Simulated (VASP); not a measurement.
A run of VASP 6.6.1 is set up as follows.

Contents of INCAR:

```
PREC = Accurate
ENCUT = 520
EDIFF = 1E-7
ISMEAR = 0
SIGMA = 0.1
LREAL = False
LASPH = True
NELM = 80
ALGO = Normal
ISIF = 2
LWAVE = False
LCHARG = False
GGA = PE
NBANDS = 36
```

Contents of KPOINTS:

```
Automatic mesh
0
Gamma
  4 4 4
```

The input POSCAR:

```
In4Sb
1.0
   -3.4631953600      3.4631953600      3.4631953600
    3.4631953600     -3.4631953600      3.4631953600
    3.4631953600      3.4631953600     -3.4631953600
In Sb
4 1
Direct
    0.3495999900      0.3495999900      0.3495999900
    0.6504000100      0.0000000000      0.0000000000
    0.0000000000      0.0000000000      0.6504000100
    0.0000000000      0.6504000100      0.0000000000
    0.0000000000      0.0000000000      0.0000000000
```

Potentials or basis: VASP PAW PBE potentials, release 64 (In_d, Sb).

The run is started by

```sh
$ cat potpaw_PBE.64/In_d/POTCAR potpaw_PBE.64/Sb/POTCAR > POTCAR
$ mpirun -np 1 vasp_std > vasp.out
```

Problem. Predict the largest force.

Solution. 16.753 eV/Å.

Problem. Predict the pressure.

Solution. 42.2 GPa.

Problem. What does it give for the band gap on the k mesh?

Solution. Zero (an odd number of electrons rules out a gap without spin polarisation).

Forces in eV/Å, atoms in the order of the input:
```
In   9.672  9.672  9.672
In   9.672 -9.672 -9.672
In  -9.672 -9.672  9.672
In  -9.672  9.672 -9.672
Sb   0.000  0.000  0.000
```

Caveat: the cell stands under pressure; spin-orbit coupling is left out, which moves the levels of the heavy elements; forces of over 1 eV/Å act on the atoms, so gaps and moduli don't describe the material at rest.
